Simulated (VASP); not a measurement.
# W (P6/mmm) in VASP: single point with LDA

Aim: the single point of W with LDA.

Program: VASP 6.6.1. These are calculated values, not measurements. Logs are shortened: lines on timing, memory, paths and dates and some standing lists are left out, and cuts for length are marked.

**1. The cell of the first run**

The structure is hexagonal, space group P6/mmm (No. 191). Conventional cell: a = 2.920 Å, b = 2.920 Å, c = 7.524 Å, α = 90.00°, β = 90.00°, γ = 120.00°. W (site symmetry 6/mmm) has 6 W at 2.92 Å within 3.8 Å.

**2. Single point, LDA**

Contents of INCAR:

```
  PREC = Accurate
  ENCUT = 500
  EDIFF = 1E-6
  ISMEAR = -1
  SIGMA = 0.1
  LREAL = False
  LASPH = True
  NELM = 120
  ALGO = Normal
  ISIF = 2
  LWAVE = False
  LCHARG = True
  LELF = True
  LVHAR = True
  NBANDS = 13
  GGA_COMPAT = False
```

Contents of KPOINTS:

```
Automatic mesh
0
Gamma
  9 9 3
```

Contents of POSCAR:

```
W
1.0
    2.9204040000      0.0000000000      0.0000000000
   -1.4602020000      2.5291440000      0.0000000000
    0.0000000000      0.0000000000      7.5235130000
W
1
Direct
    0.6666666667      0.3333333333      0.5000000000
```

Potentials or basis: VASP PAW LDA potentials, release 64 (W_sv).

Launch:

```
$ cat potpaw_LDA.64/W_sv/POTCAR > POTCAR
$ mpirun -np 1 vasp_std > vasp.out
```

OUTCAR:

```text
PREC = Accurate
   ENCUT = 500
   EDIFF = 1E-6
   ISMEAR = -1
   LREAL = False
   LASPH = True
   NELM = 120
   ISIF = 2

 ion  position               nearest neighbor table
   1  0.667  0.333  0.500-

  LATTYP: Found a hexagonal cell.
 ALAT       =     2.9204040000
 C/A-ratio  =     2.5761891163

  Lattice vectors:

 A1 = (   2.9204040000,   0.0000000000,   0.0000000000)
 A2 = (  -1.4602020000,   2.5291440000,   0.0000000000)
 A3 = (   0.0000000000,   0.0000000000,   7.5235130000)

Analysis of symmetry for initial positions (statically):
=====================================================================
 Subroutine PRICEL returns:
 Original cell was already a primitive cell.

 Routine SETGRP: Setting up the symmetry group for a
 hexagonal supercell.

 Subroutine GETGRP returns: Found 24 space group operations
 (whereof 12 operations were pure point group operations)
 out of a pool of 24 trial point group operations.

The static configuration has the point symmetry D_3h.
 The point group associated with its full space group is D_6h.

Analysis of symmetry for dynamics (positions and initial velocities):
=====================================================================
 Subroutine PRICEL returns:
 Original cell was already a primitive cell.

 Routine SETGRP: Setting up the symmetry group for a
 hexagonal supercell.

 Subroutine GETGRP returns: Found 24 space group operations
 (whereof 12 operations were pure point group operations)
 out of a pool of 24 trial point group operations.

The dynamic configuration has the point symmetry D_3h.
 The point group associated with its full space group is D_6h.

 Subroutine INISYM returns: Found 24 space group operations
 (whereof 12 operations are pure point group operations),
 and found     1 'primitive' translations

----------------------------------------------------------------------------------------

                                     Primitive cell

  volume of cell :      55.5696

  direct lattice vectors                    reciprocal lattice vectors
     2.920404000  0.000000000  0.000000000     0.342418378  0.197695347  0.000000000
    -1.460202000  2.529144000  0.000000000     0.000000000  0.395390693  0.000000000
     0.000000000  0.000000000  7.523513000     0.000000000  0.000000000  0.132916631

  length of vectors
     2.920404000  2.920403954  7.523513000     0.395390687  0.395390693  0.132916631

  position of ions in fractional coordinates (direct lattice)
     0.666666667  0.333333333  0.500000000

  ion indices of the primitive-cell ions
   primitive index   ion index
                 1           1

----------------------------------------------------------------------------------------

 KPOINTS: Automatic mesh

Automatic generation of k-mesh.
 Grid dimensions read from file:
 generate k-points for:    9    9    3

 Generating k-lattice:

  Cartesian coordinates                     Fractional coordinates (reciprocal lattice)
     0.038046486  0.021966150  0.000000000     0.111111111  0.000000000  0.000000000
     0.000000000  0.043932299  0.000000000     0.000000000  0.111111111  0.000000000
     0.000000000  0.000000000  0.044305544     0.000000000  0.000000000  0.333333333

  Length of vectors
     0.043932299  0.043932299  0.044305544

  Shift w.r.t. Gamma in fractional coordinates (k-lattice)
     0.000000000  0.000000000  0.000000000

 Subroutine IBZKPT returns following result:
 ===========================================

 Found     24 irreducible k-points:

 Following reciprocal coordinates:
            Coordinates               Weight
  0.000000  0.000000  0.000000      1.000000
  0.111111  0.000000  0.000000      6.000000
  0.222222 -0.000000  0.000000      6.000000
  0.333333  0.000000  0.000000      6.000000
  0.444444 -0.000000  0.000000      6.000000
  0.111111  0.111111  0.000000      6.000000
[... 16 lines left out ...]
  0.333333  0.222222  0.333333     24.000000
  0.333333  0.333333  0.333333      4.000000
   k-points           NKPTS =     24   k-points in BZ     NKDIM =     24   number of bands    NBANDS=     13
   number of dos      NEDOS =    301   number of ions     NIONS =      1
   total plane-waves  NPLWV =  32256
   dimension x,y,z NGX =    24 NGY =   24 NGZ =   56
   dimension x,y,z NGXF=    48 NGYF=   48 NGZF=  112
   ions per type =               1
   NGX,Y,Z   is equivalent  to a cutoff of  13.66, 13.66, 12.37 a.u.
   NGXF,Y,Z  is equivalent  to a cutoff of  27.32, 27.32, 24.75 a.u.
 SYSTEM =  unknown system
   PREC   = accura    normal or accurate (medium, high low for compatibility)
   ISTART =      0    job   : 0-new  1-cont  2-samecut
   ICHARG =      2    charge: 1-file 2-atom 10-const
   ISPIN  =      1    spin polarized calculation?
   LNONCOLLINEAR =      F non collinear calculations
   LSORBIT =      F    spin-orbit coupling
   LASPH  =      T    aspherical Exc in radial PAW
   ENCUT  =  500.0 eV  36.75 Ry    6.06 a.u.   5.32  5.32 13.72*2*pi/ulx,y,z
   NELM   =    120;   NELMIN=  2; NELMDL= -5     # of ELM steps
   EDIFF  = 0.1E-05   stopping-criterion for ELM
   LREAL  =      F    real-space projection
   EDIFFG = 0.1E-04   stopping-criterion for IOM
   NSW    =      0    number of steps for IOM
   IBRION =     -1    ionic relax: 0-MD 1-quasi-New 2-CG
   NFREE  =      0    steps in history (QN), initial steepest desc. (CG)
   ISIF   =      2    stress and relaxation
   ISYM   =      2    0-nonsym 1-usesym 2-fastsym
   POTIM  = 0.5000    time-step for ionic-motion
   TEBEG  =    0.0;   TEEND  =   0.0 temperature during run
   PSTRESS=    0.0 pullay stress
   NELECT =      14.0000    total number of electrons
   NUPDOWN=      -1.0000    fix difference up-down
   EMIN   =  10.00;   EMAX   =-10.00  energy-range for DOS
   EFERMI =   0.00;   METHOD = LEGACY
   ISMEAR =    -1;   SIGMA  =   0.10  broadening in eV -4-tet -1-fermi 0-gaus
   EFERMI_NEDOS =   21; number of points for ismear=-14 and -15
   IALGO  =     38    algorithm
   IMIX   =      4    mixing-type and parameters
     AMIX     =   0.40;   BMIX     =  1.00
     AMIX_MAG =   1.60;   BMIX_MAG =  1.00
  volume/ion in A,a.u.               =      55.57       375.00
  Fermi-wavevector in a.u.,A,eV,Ry     =   1.033963  1.953907 14.545718  1.069080
  Thomas-Fermi vector in A             =   2.168236
   LORBIT       =      0    0 simple, 1 ext, 2 COOP (PROOUT), +10 PAW based schemes
   GGA     = CA    functional components
   LHFCALC =     F    Hartree Fock is set to
   AEXX    =    0.0000 exact exchange contribution
   IVDW    =     0    specifies the selected vdW correction
   LEPSILON=     F    determine dielectric tensor
   LRPA    =     F    only Hartree local field effects (RPA)
 non-spin polarized calculation
  energy-cutoff  :      500.00
  volume of cell :       55.57
 maximum number of plane-waves:      1431
 NGX is ok and might be reduce to    24
   NGX = 11   NGY = 11   NGZ = 27

 number of electron      13.9999999 magnetization

 Free energy of the ion-electron system (eV)
  ---------------------------------------------------
  ext. energy  EPLUGINS =         0.00000000
  ---------------------------------------------------
  free energy    TOTEN  =       -10.04304319 eV

  energy without entropy =       -9.96154406  energy(sigma->0) =      -10.00229362

 E-fermi :  -0.4727     XC(G=0):  -6.6520

 val. band max:       -0.5481181781   @ k =   0.2222   0.1111   0.3333
 cond. band min:      -0.4440428965   @ k =   0.0000   0.0000   0.3333
 fundamental gap:      0.1040752816
 Fermi energy:        -0.4727258874

 k-point     1 :       0.0000    0.0000    0.0000
  band No.  band energies     occupation
      1     -74.2555      2.00000
      2     -38.8776      2.00000
      3     -38.1265      2.00000
      4     -38.1265      2.00000
      5      -6.3808      2.00000
      6      -1.6853      1.99999
      7      -0.4440      0.85754
      8      -0.4440      0.85754
      9       0.4245      0.00025
     10       2.0775      0.00000
     11       2.0775      0.00000
     12       4.4037      0.00000
     13       9.5104      0.00000

 k-point     2 :       0.1111    0.0000    0.0000
  band No.  band energies     occupation
      1     -74.2496      2.00000
      2     -38.8671      2.00000
      3     -38.2082      2.00000
      4     -38.1457      2.00000
      5      -5.9073      2.00000
      6      -1.5049      1.99993
      7      -0.7774      1.90925
      8      -0.1405      0.06963
      9      -0.0587      0.03133
     10       1.9629      0.00000
     11       2.6033      0.00000
     12       4.6487      0.00000
     13      10.0417      0.00000

 k-point     3 :       0.2222   -0.0000    0.0000
  band No.  band energies     occupation
      1     -74.2347      2.00000
      2     -38.8404      2.00000
      3     -38.4109      2.00000
      4     -38.1940      2.00000
      5      -4.7213      2.00000
      6      -1.4163      1.99984
      7      -1.0741      1.99512
      8      -0.8739      1.96445
      9       1.0335      0.00000
     10       1.6861      0.00000
     11       3.6057      0.00000
     12       5.3802      0.00000
     13      11.2900      0.00000
[... 305 lines left out ...]
 k-point    23 :       0.3333    0.2222    0.3333
  band No.  band energies     occupation
      1     -74.2016      2.00000
      2     -38.7809      2.00000
      3     -38.6968      2.00000
      4     -38.4510      2.00000
      5      -2.4277      2.00000
      6      -1.7980      2.00000
      7      -0.5636      1.42561
      8      -0.1819      0.10349
      9       0.2825      0.00105
     10       5.9644      0.00000
     11       7.0209      0.00000
     12       7.1685      0.00000
     13       9.9863      0.00000

 k-point    24 :       0.3333    0.3333    0.3333
  band No.  band energies     occupation
      1     -74.1986      2.00000
      2     -38.7756      2.00000
      3     -38.5989      2.00000
      4     -38.5989      2.00000
      5      -1.2753      1.99935
      6      -1.2753      1.99935
      7      -1.1533      1.99779
      8      -1.1533      1.99779
      9       0.4106      0.00029
     10       5.8919      0.00000
     11       8.1307      0.00000
     12       8.1860      0.00000
     13       8.1860      0.00000

------------------------ aborting loop because EDIFF is reached ----------------------------------------

  FORCE on cell =-STRESS in cart. coord.  units (eV):
  Direction    XX          YY          ZZ          XY          YZ          ZX
  --------------------------------------------------------------------------------------
  -------------------------------------------------------------------------------------
  Total       -7.9043633     -7.9043630     -0.0322121      0.0000000      0.0000000      0.0000000
  in kB     -227.8978932   -227.8978836     -0.9287351      0.0000000      0.0000000      0.0000000
  external PRESSURE =    -152.2415040 kB  Pullay stress =       0.0000000 kB

 VOLUME and BASIS-vectors are now :
 -----------------------------------------------------------------------------
  energy-cutoff  :      500.00
  volume of cell :       55.57
      direct lattice vectors                 reciprocal lattice vectors
     2.920404000  0.000000000  0.000000000     0.342418378  0.197695347  0.000000000
    -1.460202000  2.529144000  0.000000000     0.000000000  0.395390693  0.000000000
     0.000000000  0.000000000  7.523513000     0.000000000  0.000000000  0.132916631

 POSITION                                       TOTAL-FORCE (eV/Angst)
 -----------------------------------------------------------------------------------
      1.46020      0.84305      3.76176        -0.000000      0.000000      0.000000
 -----------------------------------------------------------------------------------
    total drift:                               -0.000000      0.000000      0.000000

  FREE ENERGIE OF THE ION-ELECTRON SYSTEM (eV)
  ---------------------------------------------------
  free  energy   TOTEN  =       -10.0430431877 eV

  energy  without entropy=       -9.9615440604  energy(sigma->0) =      -10.00229362
```

Wall time 10 s (1 thread of AMD EPYC 7R13 (Zen 3), shared host); peak memory 0.12 GiB.

Results:

| Quantity | Value |
| --- | --- |
| Free energy | -10.0430 eV |
| Pressure | -15.2 GPa |
| Band gap on the k mesh | zero (band 7 reaches 0.21 eV, above the bottom of band 8 at -1.15 eV) |

Caveat: spin-orbit coupling is left out, which moves the levels of the heavy elements.
